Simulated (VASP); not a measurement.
# WC (P1) in VASP: notebook

WC is run at these levels: PBE; tasks: single point.

Program: VASP 6.6.1. These are calculated values, not measurements. Logs are shortened: lines on timing, memory, paths and dates and some standing lists are left out, and cuts for length are marked.

**1. The cell of the first run**

The typed cell holds 16 atoms: a = 6.075 Å, b = 5.261 Å, c = 5.924 Å, α = 90.00°, β = 90.00°, γ = 90.00°.

**2. Single point, PBE**

File INCAR:

```
SYSTEM = WC
  PREC = Accurate
  ENCUT = 520
  EDIFF = 1E-6
  ISMEAR = -1
  SIGMA = 0.24
  LREAL = Auto
  LASPH = .TRUE.
  NELM = 60
  ALGO = Normal
  ISIF = 2
  LWAVE = .FALSE.
  LCHARG = .TRUE.
  GGA = PE
  LELF = .TRUE.
  LVHAR = .TRUE.
  NBANDS = 86
```

File KPOINTS:

```
Automatic mesh
0
G
  2 3 2
  0 0 0
```

File POSCAR:

```
WC
1.0
   -3.0376710000     -5.2614010000      0.0000000000
    4.5565070000     -2.6307000000      0.0000000000
    0.0000000000      0.0000000000      5.9242650000
W C
8 8
Direct
    0.7518789994      0.4886771889      0.0151917580
    0.7374487824      0.5008500547      0.5013955318
    0.5294018543     -0.0061563254      0.0248638439
    0.5125067249     -0.0096945280      0.5096666000
    0.2434048101      0.4908768346      0.0062792600
    0.2922743569      0.5101788142      0.5112026555
    0.0058914470     -0.0093500838     -0.0035278638
    0.0036999699      0.0072729596      0.5263437743
    0.4558753967      0.6538779535      0.2290241912
    0.5103934487      0.6204110688      0.7569040210
    0.2415308300      0.1339603336      0.3057594486
    0.2548895443      0.1455216851      0.7945458213
    0.0164327352      0.6582053409      0.2557448055
    0.0064520079      0.6760000758      0.7663735501
    0.7730190795      0.1855538991      0.2065910286
    0.7485931749      0.1548071315      0.7986307162
```

Potentials or basis: VASP PAW PBE potentials, release 64 (W_sv, C).

Launch:

```bash
$ cat potpaw_PBE.64/W_sv/POTCAR potpaw_PBE.64/C/POTCAR > POTCAR
$ mpirun -np 1 vasp_std > vasp.out
```

OUTCAR:

```text
SYSTEM = WC
   PREC = Accurate
   ENCUT = 520
   EDIFF = 1E-6
   ISMEAR = -1
   LREAL = Auto
   LASPH = .TRUE.
   NELM = 60
   ISIF = 2
   GGA = PE

 ion  position               nearest neighbor table
   1  0.752  0.489  0.015-  15 1.96  16 2.18  10 2.23  13 2.33  14 2.35   9 2.37   2 2.88   3 2.93
                             3 2.98   5 2.99   7 3.04   2 3.05   7 3.06   5 3.09
   2  0.737  0.501  0.501-  10 2.14  13 2.38  15 2.42  14 2.45   9 2.49  16 2.53   6 2.71   1 2.88
                             4 2.92   4 3.01   1 3.05   8 3.06   8 3.12   6 3.37
   3  0.529  0.994  0.025-  16 2.07  15 2.09   9 2.20  12 2.30  11 2.52  10 2.53   4 2.87   7 2.90
                             1 2.93   1 2.98   4 3.05   5 3.14   5 3.17   7 3.18
   4  0.513  0.990  0.510-  11 2.18  16 2.40  10 2.44  12 2.44   9 2.45  15 2.60   6 2.86   3 2.87
                             2 2.92   8 2.99   2 3.01   6 3.04   3 3.05   8 3.09
   5  0.243  0.491  0.006-   9 2.04  13 2.20  12 2.21  14 2.25  10 2.30  11 2.58   6 2.95   1 2.99
                             7 3.00   7 3.00   6 3.01   1 3.09   3 3.14   3 3.17
   6  0.292  0.510  0.511-  10 2.05   9 2.09  11 2.34  13 2.39  14 2.46  12 2.56   2 2.71   4 2.86
                             5 2.95   5 3.01   4 3.04   8 3.15   8 3.18   2 3.37
   7  0.006  0.991  0.996-  12 2.09  16 2.14  14 2.14  15 2.15  13 2.33  11 2.44   8 2.79   3 2.90
                             5 3.00   5 3.00   1 3.04   1 3.06   8 3.14   3 3.18
   8  0.004  0.007  0.526-  11 2.06  14 2.25  12 2.32  16 2.37  13 2.44  15 2.54   7 2.79   4 2.99
                             2 3.06   4 3.09   2 3.12   7 3.14   6 3.15   6 3.18
   9  0.456  0.654  0.229-   5 2.04   6 2.09   3 2.20   1 2.37   4 2.45   2 2.49
  10  0.510  0.620  0.757-   6 2.05   2 2.14   1 2.23   5 2.30   4 2.44   3 2.53
  11  0.242  0.134  0.306-   8 2.06   4 2.18   6 2.34   7 2.44   3 2.52   5 2.58
  12  0.255  0.146  0.795-   7 2.09   5 2.21   3 2.30   8 2.32   4 2.44   6 2.56
  13  0.016  0.658  0.256-   5 2.20   1 2.33   7 2.33   2 2.38   6 2.39   8 2.44
  14  0.006  0.676  0.766-   7 2.14   5 2.25   8 2.25   1 2.35   2 2.45   6 2.46
  15  0.773  0.186  0.207-   1 1.96   3 2.09   7 2.15   2 2.42   8 2.54   4 2.60
  16  0.749  0.155  0.799-   3 2.07   7 2.14   1 2.18   8 2.37   4 2.40   2 2.53

  LATTYP: Found a simple orthorhombic cell.
 ALAT       =     5.2614008145
 B/A-ratio  =     1.1259862552
 C/A-ratio  =     1.1547005521

  Lattice vectors:

 A1 = (   4.5565070000,  -2.6307000000,   0.0000000000)
 A2 = (   0.0000000000,   0.0000000000,   5.9242650000)
 A3 = (  -3.0376710000,  -5.2614010000,   0.0000000000)

Analysis of symmetry for initial positions (statically):
=====================================================================
 Subroutine PRICEL returns:
 Original cell was already a primitive cell.

 Routine SETGRP: Setting up the symmetry group for a
 simple orthorhombic supercell.

 Subroutine GETGRP returns: Found  1 space group operations
 (whereof  1 operations were pure point group operations)
 out of a pool of  8 trial point group operations.
[... 140 lines left out ...]
   EFERMI =   0.00;   METHOD = LEGACY
   ISMEAR =    -1;   SIGMA  =   0.24  broadening in eV -4-tet -1-fermi 0-gaus
   EFERMI_NEDOS =   21; number of points for ismear=-14 and -15
   IALGO  =     38    algorithm
   IMIX   =      4    mixing-type and parameters
     AMIX     =   0.40;   BMIX     =  1.00
     AMIX_MAG =   1.60;   BMIX_MAG =  1.00
  volume/ion in A,a.u.               =      11.84        79.87
  Fermi-wavevector in a.u.,A,eV,Ry     =   1.494262  2.823746 30.379351  2.232819
  Thomas-Fermi vector in A             =   2.606557
   LORBIT       =      0    0 simple, 1 ext, 2 COOP (PROOUT), +10 PAW based schemes
   GGA     = PE    functional components
   LHFCALC =     F    Hartree Fock is set to
   AEXX    =    0.0000 exact exchange contribution
   IVDW    =     0    specifies the selected vdW correction
   LEPSILON=     F    determine dielectric tensor
   LRPA    =     F    only Hartree local field effects (RPA)
 non-spin polarized calculation
  energy-cutoff  :      520.00
  volume of cell :      189.37
 maximum number of plane-waves:      5116
 NGX is ok and might be reduce to    48
   NGX = 23   NGY = 19   NGZ = 23

 number of electron     144.0000000 magnetization

 Free energy of the ion-electron system (eV)
  ---------------------------------------------------
  ext. energy  EPLUGINS =         0.00000000
  ---------------------------------------------------
  free energy    TOTEN  =      -172.54623365 eV

  energy without entropy =     -171.62110539  energy(sigma->0) =     -172.08366952

 E-fermi :   9.5643     XC(G=0): -13.0388

 val. band max:        9.5455486465   @ k =   0.5000  -0.0000   0.5000
 cond. band min:       9.5686941105   @ k =   0.0000   0.0000   0.5000
 fundamental gap:      0.0231454640
 Fermi energy:         9.5642574429

 k-point     1 :       0.0000    0.0000    0.0000
  band No.  band energies     occupation
      1     -65.0193      2.00000
      2     -64.9744      2.00000
      3     -64.9501      2.00000
      4     -64.8485      2.00000
      5     -64.8273      2.00000
      6     -64.7392      2.00000
[... 685 lines left out ...]
     83      12.5716      0.00001
     84      12.6412      0.00001
 [bands above 84 left out]

------------------------ aborting loop because EDIFF is reached ----------------------------------------

  FORCE on cell =-STRESS in cart. coord.  units (eV):
  Direction    XX          YY          ZZ          XY          YZ          ZX
  --------------------------------------------------------------------------------------
  -------------------------------------------------------------------------------------
  Total      -25.9930766    -20.9796208    -26.8836920     -0.6033463      2.1722252     -1.5578764
  in kB     -219.9184385   -177.5013217   -227.4536276     -5.1047042     18.3784466    -13.1806536
  external PRESSURE =    -208.2911293 kB  Pullay stress =       0.0000000 kB

 VOLUME and BASIS-vectors are now :
 -----------------------------------------------------------------------------
  energy-cutoff  :      520.00
  volume of cell :      189.37
      direct lattice vectors                 reciprocal lattice vectors
    -3.037671000 -5.261401000  0.000000000    -0.082299875 -0.142547594  0.000000000
     4.556507000 -2.630700000  0.000000000     0.164599781 -0.095031719  0.000000000
     0.000000000  0.000000000  5.924265000     0.000000000  0.000000000  0.168797311

 POSITION                                       TOTAL-FORCE (eV/Angst)
 -----------------------------------------------------------------------------------
     -0.05730     -5.24150      0.09000         1.911216     -1.562743     -2.089278
      0.04200     -5.19760      2.97040        -2.127818     -2.204870      0.407405
      2.92031     -5.39990      0.14730         1.251430      3.701779     -1.277719
      2.95551     -5.30170      3.01940         0.797008      0.443171      0.990307
      1.49730     -2.57200      0.03720        -0.299300      0.184234     -0.418867
      1.43680     -2.87990      3.02850         0.436321      5.843146     -0.365341
[... 8 lines left out ...]
     -1.50270     -4.55530      1.22390        -1.475267      1.790815      5.082846
     -1.56860     -4.34590      4.73130        -0.140208     -0.817788     -3.358879
 -----------------------------------------------------------------------------------
    total drift:                               -0.005168      0.000891     -0.018512

  FREE ENERGIE OF THE ION-ELECTRON SYSTEM (eV)
  ---------------------------------------------------
  free  energy   TOTEN  =      -172.5462336536 eV

  energy  without entropy=     -171.6211053865  energy(sigma->0) =     -172.08366952
```

stdout:

```text
POSCAR found type information on POSCAR W C
 POSCAR found :  2 types and      16 ions
 scaLAPACK will be used
 LDA part: xc-table for (Slater+PW92), standard interpolation
 POSCAR, INCAR and KPOINTS ok, starting setup
 FFT: planning ... GRIDC
 FFT: planning ... GRID_SOFT
 FFT: planning ... GRID
 WAVECAR not read
 entering main loop
```

Wall time 8.8 min (1 thread of Intel Xeon 8259CL, shared host); peak memory 0.33 GiB.

What came out:

```yaml
Free_energy: -172.5462 eV
Pressure: -20.8 GPa
Largest_force: 5.871 eV/Å
Band_gap_on_the_k_mesh: zero (bands 72 and 73 overlap by 0.14 eV)
```

Forces on the atoms (eV/Å):
```
W    1.911 -1.563 -2.089
W   -2.128 -2.205  0.407
W    1.251  3.702 -1.278
W    0.797  0.443  0.990
W   -0.299  0.184 -0.419
W    0.436  5.843 -0.365
W   -0.635 -0.696  3.262
W   -1.205  0.664 -1.133
C   -1.199 -3.975  1.880
C    1.747 -1.232  0.772
C    0.786 -2.110 -1.805
C   -0.089 -1.098 -1.671
C    1.115  0.713  0.427
C   -0.874  0.357 -0.703
C   -1.475  1.791  5.083
C   -0.140 -0.818 -3.359
```

Caveat: the k points lie up to 0.53 Å⁻¹ apart; spin-orbit coupling is left out, which moves the levels of the heavy elements; forces of over 1 eV/Å act on the atoms, so gaps and moduli don't describe the material at rest.

**3. Single point, PBE**

File INCAR:

```
SYSTEM = WC
ALGO = Normal
EDIFF = 1E-6
ENCUT = 520
GGA = PE
ISIF = 2
ISMEAR = -1
LASPH = .True.
LCHARG = .False.
LREAL = Auto
LWAVE = .False.
NBANDS = 86
NELM = 100
PREC = Accurate
SIGMA = 0.24
```

File KPOINTS:

```
k-points
0
Gamma
  2 3 2
  0 0 0
```

File POSCAR:

```
WC
1.0
   -3.0376710000     -5.2614010000      0.0000000000
    4.5565070000     -2.6307000000      0.0000000000
    0.0000000000      0.0000000000      5.9242650000
W C
8 8
Direct
    0.7658426711      0.4741303092      0.0275477211
    0.7644655824      0.5082829742      0.5073371971
    0.5071989423     -0.0050469541      0.0057559883
    0.5070379516     -0.0236552953      0.4897822768
    0.2646298088      0.5220574216      0.0131155510
    0.2198329764      0.5144906520      0.5233054227
    0.0281777239      0.0171610961      0.0252014385
   -0.0388973875     -0.0200498904      0.4984753383
    0.5124076104      0.6598312564      0.2629862101
    0.5156079561      0.6950164535      0.7365301856
    0.2673751084      0.2050907884      0.2807268075
    0.2588732470      0.1994009348      0.7546758965
    0.0303502665      0.6360341649      0.3086121232
   -0.0178451505      0.6595166657      0.7855995638
    0.7708277306      0.1364907468      0.2500225766
    0.7601606325      0.1655035115      0.7813627513
```

Potentials or basis: VASP PAW PBE potentials, release 64 (W_sv, C).

Launch:

```bash
$ cat potpaw_PBE.64/W_sv/POTCAR potpaw_PBE.64/C/POTCAR > POTCAR
$ mpirun -np 1 vasp_std > vasp.out
```

Wall time 8.6 min (1 thread of Intel Xeon 8259CL, shared host); peak memory 0.33 GiB.

Results (log left out):

```
Free energy            : -172.4122 eV
Pressure               : -21.0 GPa
Largest force          : 8.728 eV/Å
Band gap on the k mesh : zero (bands 72 and 73 overlap by 0.16 eV)
```

Forces in eV/Å, atoms in the order of the input:
```
W    1.751 -0.154 -1.567
W   -0.333  3.076  1.695
W    0.786 -0.946 -0.306
W    2.715 -0.992  1.810
W   -1.518  1.330  0.111
W   -6.268 -5.323  2.924
W   -0.189  1.490 -2.281
W   -0.355 -4.515  3.055
C    0.231 -0.134 -0.679
C   -0.709  1.686  1.864
C   -1.470  1.583 -1.399
C   -1.115  1.187  1.552
C    4.878  2.471 -5.875
C    0.035 -1.337 -0.205
C    1.679  0.554 -0.087
C   -0.116  0.026 -0.611
```

Stress tensor (GPa, compression positive):
```
-18.49   2.49  -5.50
  2.49 -19.43  -1.28
 -5.50  -1.28 -24.95
```

Levels at points of the mesh, in eV from the Fermi level:
```
           k point  band 68  band 69  band 70  band 71  band 72  band 73  band 74  band 75  band 76  band 77
(0.00, 0.00, 0.00)    -0.89    -0.80    -0.66    -0.39    -0.16     0.12     0.47     1.06     1.25     1.60
(0.50, 0.00, 0.00)    -1.38    -0.96    -0.72    -0.22    -0.09     0.17     0.36     0.92     1.02     1.37
(0.00, 0.00, 0.50)    -1.23    -1.09    -0.67    -0.17     0.07     0.21     0.52     0.66     1.14     1.81
(0.50, 0.00, 0.50)    -1.10    -1.06    -0.87    -0.67    -0.47    -0.08     0.20     0.56     0.80     1.76
```

Caveat: the k points lie up to 0.53 Å⁻¹ apart; spin-orbit coupling is left out, which moves the levels of the heavy elements; forces of over 1 eV/Å act on the atoms, so gaps and moduli don't describe the material at rest.

(Continued in part 2 of 3.)
